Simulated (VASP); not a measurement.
A run of VASP 6.6.1:

Contents of INCAR:

```
PREC = Accurate
ENCUT = 530
EDIFF = 1E-6
ISMEAR = 1
SIGMA = 0.1
LREAL = False
LASPH = True
NELM = 300
ALGO = All
ISIF = 2
LWAVE = False
LCHARG = True
ISPIN = 2
MAGMOM = 2
LORBIT = 11
LMAXMIX = 4
LDAU = True
LDAUTYPE = 2
LDAUL = 2
LDAUU = 7
LDAUJ = 0
LDAUPRINT = 1
GGA = RP
LVHAR = True
NBANDS = 16
GGA_COMPAT = False
ISEARCH = 1
KPAR = 4
```

Contents of KPOINTS:

```
Automatic mesh
0
Gamma
  12 12 12
```

Contents of POSCAR:

```
V
1.0
    0.0000000000      1.8950000000      1.8950000000
    1.8950000000      0.0000000000      1.8950000000
    1.8950000000      1.8950000000      0.0000000000
V
1
Direct
    0.0000000000      0.0000000000      0.0000000000
```

Potentials or basis: VASP PAW PBE potentials, release 64 (V_sv).

The run is started by

```console
$ cat potpaw_PBE.64/V_sv/POTCAR > POTCAR
$ mpirun -np 4 vasp_std > vasp.out
```

Hardware: 4 MPI ranks on Intel(R) Xeon(R) Platinum 8375C CPU @ 2.90GHz (Ice Lake), with other jobs on the host.

Estimate the wall time of this run.

It took 25 s on 4 MPI ranks on Intel(R) Xeon(R) Platinum 8375C CPU @ 2.90GHz (Ice Lake), on a shared host, peak memory 0.16 GiB a rank. Counts: scf iterations 29, k points 72.
